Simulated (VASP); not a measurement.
BaTiO3:

```
Ba Ti O
1.0
     4.00600    0.00000    0.00000
     0.00000    4.00600    0.00000
     0.00000    0.00000    4.00600
Ba Ti O
1 1 3
Direct
  0.50000 0.50000 0.50000
  0.00000 0.00000 0.00000
  0.50000 0.00000 0.00000
  0.00000 0.50000 0.00000
  0.00000 0.00000 0.50000
```

Base run:

| Item | Value |
| --- | --- |
| Program | VASP 6.6.1 |
| Functional | PBE |
| Potentials or basis | VASP PAW PBE potentials, release 64 (Ba_sv, Ti_sv, O) |
| Cutoff | 520 eV |
| k mesh | 8 × 8 × 8 |
| Occupations | fermi-dirac, width 0.02 eV |
| Spin | no spin polarisation |

Its results: band gap on the k mesh 1.74 eV, indirect (least direct gap 1.89 eV); pressure 3.4 GPa.

Problem. The run is repeated on the same cell with these changes: functional from PBE to PBEsol. What comes out?

Solution. Band gap on the k mesh 1.69 eV, indirect (least direct gap 1.84 eV); pressure -2.8 GPa.

PBEsol binds more tightly than PBE, so the same cell stands under less pressure.

Caveats: spin-orbit coupling is left out, which moves the levels of the heavy elements; the PAW data sets were made with another functional, which shifts forces and pressure a little (some runs).

A k mesh can miss the band edges.
